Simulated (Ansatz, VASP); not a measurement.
## One calculation of SiO2, two programs

The input INCAR:

```
SYSTEM = SiO2
PREC = Accurate
ENCUT = 520
EDIFF = 1E-6
ISMEAR = 0
SIGMA = 0.02
LREAL = Auto
LASPH = .TRUE.
NELM = 60
ALGO = Normal
ISIF = 2
LWAVE = .FALSE.
LCHARG = .TRUE.
GGA = CA
LELF = .TRUE.
LVHAR = .TRUE.
NBANDS = 82
```

File KPOINTS:

```
regular mesh
0
G
  4 4 4
  0 0 0
```

File POSCAR:

```
SiO2
1.0
   -4.1931792180      4.1931792180      4.1931792180
    4.1931792180     -4.1931792180      4.1931792180
    4.1931792180      4.1931792180     -4.1931792180
Si O
8 16
Direct
    0.5000000000      0.0000000000      0.7813350965
    0.2813350965      0.2813350965      0.2813350965
    0.5000000000      0.0000000000      0.2186649035
    0.7186649035      0.7186649035      0.7186649035
    0.7813350965      0.5000000000      0.0000000000
    0.0000000000      0.2186649035      0.5000000000
    0.2186649035      0.5000000000      0.0000000000
    0.0000000000      0.7813350965      0.5000000000
    0.6831160095      0.9331160095      0.7500000000
    0.7500000000      0.6831160095      0.9331160095
    0.8168839905      0.5668839905      0.2500000000
    0.7500000000      0.1831160095      0.4331160095
    0.0668839905      0.2500000000      0.3168839905
    0.5000000000      0.0000000000      0.0000000000
    0.2500000000      0.8168839905      0.5668839905
    0.4331160095      0.7500000000      0.1831160095
    0.3168839905      0.0668839905      0.2500000000
    0.1831160095      0.4331160095      0.7500000000
    0.9331160095      0.7500000000      0.6831160095
    0.5000000000      0.5000000000      0.5000000000
    0.2500000000      0.3168839905      0.0668839905
    0.0000000000      0.5000000000      0.0000000000
    0.0000000000      0.0000000000      0.5000000000
    0.5668839905      0.2500000000      0.8168839905
```

Input for Ansatz:

```yaml
crystal:
  lattice:
    - [-4.193179218, 4.193179218, 4.193179218]
    - [4.193179218, -4.193179218, 4.193179218]
    - [4.193179218, 4.193179218, -4.193179218]
  atoms:
    - { symbol: Si, position: [0.5, 0.0, 0.7813350965] }
    - { symbol: Si, position: [0.2813350965, 0.2813350965, 0.2813350965] }
    - { symbol: Si, position: [0.5, 0.0, 0.2186649035] }
    - { symbol: Si, position: [0.7186649035, 0.7186649035, 0.7186649035] }
    - { symbol: Si, position: [0.7813350965, 0.5, 0.0] }
    - { symbol: Si, position: [0.0, 0.2186649035, 0.5] }
    - { symbol: Si, position: [0.2186649035, 0.5, 0.0] }
    - { symbol: Si, position: [0.0, 0.7813350965, 0.5] }
    - { symbol: O, position: [0.6831160095, 0.9331160095, 0.75] }
    - { symbol: O, position: [0.75, 0.6831160095, 0.9331160095] }
    - { symbol: O, position: [0.8168839905, 0.5668839905, 0.25] }
    - { symbol: O, position: [0.75, 0.1831160095, 0.4331160095] }
    - { symbol: O, position: [0.0668839905, 0.25, 0.3168839905] }
    - { symbol: O, position: [0.5, 0.0, 0.0] }
    - { symbol: O, position: [0.25, 0.8168839905, 0.5668839905] }
    - { symbol: O, position: [0.4331160095, 0.75, 0.1831160095] }
    - { symbol: O, position: [0.3168839905, 0.0668839905, 0.25] }
    - { symbol: O, position: [0.1831160095, 0.4331160095, 0.75] }
    - { symbol: O, position: [0.9331160095, 0.75, 0.6831160095] }
    - { symbol: O, position: [0.5, 0.5, 0.5] }
    - { symbol: O, position: [0.25, 0.3168839905, 0.0668839905] }
    - { symbol: O, position: [0.0, 0.5, 0.0] }
    - { symbol: O, position: [0.0, 0.0, 0.5] }
    - { symbol: O, position: [0.5668839905, 0.25, 0.8168839905] }
basis:
  ecutwfc: 420
kpoints:
  mp_grid: { grid: [4, 4, 4] }
hamiltonian:
  xc: lda
scf:
  occupations: { method: gaussian, width: 0.02 }
output:
  forces: false
  stress: false
  eigenvalues: true
  eigenstates:
    kpoints:
      - [0.5, 0.5, 0.5]
      - [0.486652696, 0.513347304, 0.513347304]
      - [0.513347304, 0.486652696, 0.486652696]
      - [0.513347304, 0.486652696, 0.513347304]
      - [0.486652696, 0.513347304, 0.486652696]
      - [0.513347304, 0.513347304, 0.486652696]
      - [0.486652696, 0.486652696, 0.513347304]
      - [0.5, 0.5, 0.518875938]
      - [0.5, 0.5, 0.481124062]
      - [0.5, 0.518875938, 0.5]
      - [0.5, 0.481124062, 0.5]
      - [0.518875938, 0.5, 0.5]
      - [0.481124062, 0.5, 0.5]
      - [0.50770607, 0.50770607, 0.50770607]
      - [0.49229393, 0.49229393, 0.49229393]
      - [0.0, 0.0, 0.0]
      - [-0.013347304, 0.013347304, 0.013347304]
      - [0.013347304, -0.013347304, -0.013347304]
      - [0.013347304, -0.013347304, 0.013347304]
      - [-0.013347304, 0.013347304, -0.013347304]
      - [0.013347304, 0.013347304, -0.013347304]
      - [-0.013347304, -0.013347304, 0.013347304]
      - [0.0, 0.0, 0.018875938]
      - [0.0, 0.0, -0.018875938]
      - [0.0, 0.018875938, 0.0]
      - [0.0, -0.018875938, 0.0]
      - [0.018875938, 0.0, 0.0]
      - [-0.018875938, 0.0, 0.0]
      - [0.00770607, 0.00770607, 0.00770607]
      - [-0.00770607, -0.00770607, -0.00770607]
    e_range: [-7.310006, 7.310006]
checkpoint:
  read: start.run
  write: ck
  compress: false
  write_wavefunctions: false
  write_every: 100000
```

Alike in both runs: task single point; functional LDA; k mesh 4 × 4 × 4; occupations gaussian, width 0.02 eV; no spin polarisation.

|  | VASP | Ansatz |
| --- | --- | --- |
| version | VASP 6.6.1 | Ansatz 0.2.0 |
| potentials or method | VASP PAW LDA potentials, release 64 (Si, O), cutoff 520 eV | scalar-relativistic, plane waves, PAW |
| valence electrons in the cell | 128 | 128 |

```tsv
	VASP	Ansatz	Ansatz less VASP
gap on the k mesh at the Fermi level (eV)	5.81	5.81	-0.005
least direct gap on the mesh (eV)	5.88	5.87	-0.006
```

LDA's correlation is that of Perdew and Zunger in VASP and of Perdew and Wang (1992) in Ansatz.
